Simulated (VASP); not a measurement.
WSe2: electric field gradients with PBE

WSe2:

```
W Se
1.0
     3.29000    0.00000    0.00000
    -1.64500    2.84922    0.00000
     0.00000    0.00000   13.22940
W Se
2 4
Direct
  0.33333 0.66667 0.25000
  0.66667 0.33333 0.75000
  0.33333 0.66667 0.62100
  0.66667 0.33333 0.12100
  0.33333 0.66667 0.87900
  0.66667 0.33333 0.37900
```

This cell differs from its parent crystal: zz strain of +2 %.

| Property | Result |
| --- | --- |
| Program | VASP 6.6.1 |
| Task | electric field gradients |
| Functional | PBE |
| Potentials or basis | VASP PAW PBE potentials, release 64 (W_sv, Se) |
| Cutoff | 520 eV |
| k mesh | 11 × 11 × 3 |
| Occupations | fermi-dirac, width 0.08 eV |
| Spin | no spin polarisation |
| Dipole correction | no |
| Further INCAR settings | ALGO = Normal; EDIFF = 1e-08; NBANDS = 35 |

```
Pressure                                : 0.9 GPa
Largest force                           : 0.326 eV/Å
Band gap on the k mesh                  : 1.01 eV (least direct gap 1.79 eV)
Largest electric field gradient by atom : W -136.2; Se -63.1 V/Å²
```

Forces in eV/Å, atoms in the order of the input:
```
W    0.000  0.000  0.000
W    0.000  0.000  0.000
Se   0.000  0.000  0.326
Se   0.000  0.000  0.326
Se   0.000  0.000 -0.326
Se   0.000  0.000 -0.326
```

Stress tensor (GPa, compression positive):
```
 1.69  0.00  0.00
 0.00  1.69  0.00
 0.00  0.00 -0.67
```

Levels at points of the mesh, in eV from the valence-band top:
```
           k point  band 22  band 23  band 24  band 25  band 26  band 27  band 28  band 29  band 30  band 31
(0.00, 0.00, 0.00)    -1.23    -1.23    -1.12    -1.05     0.00     2.76     2.76     2.81     2.81     2.81
```

Electric field gradients, principal values (V/Å²):
```csv
atom,least,middle,greatest (by size)
1 W,68.089,68.090,-136.179
2 W,68.089,68.090,-136.179
3 Se,31.558,31.559,-63.117
4 Se,31.558,31.559,-63.117
5 Se,31.558,31.559,-63.117
6 Se,31.558,31.559,-63.117
```

It took 2.5 min on 1 thread of AMD EPYC 7R13 Processor (Zen 3) (shared host), peak memory 0.26 GiB.

Caveat: the cell differs from its parent crystal (zz strain of +2 %); without QUAD_EFG the Cq values of the log hold for a quadrupole moment of 1 mb, not for the nuclei; spin-orbit coupling is left out, which moves the levels of the heavy elements; an odd mesh through Γ misses points on the zone boundary, where band edges can lie; this functional lacks dispersion, which binds the layers, so the pressure and a relaxed spacing across them are unreliable.
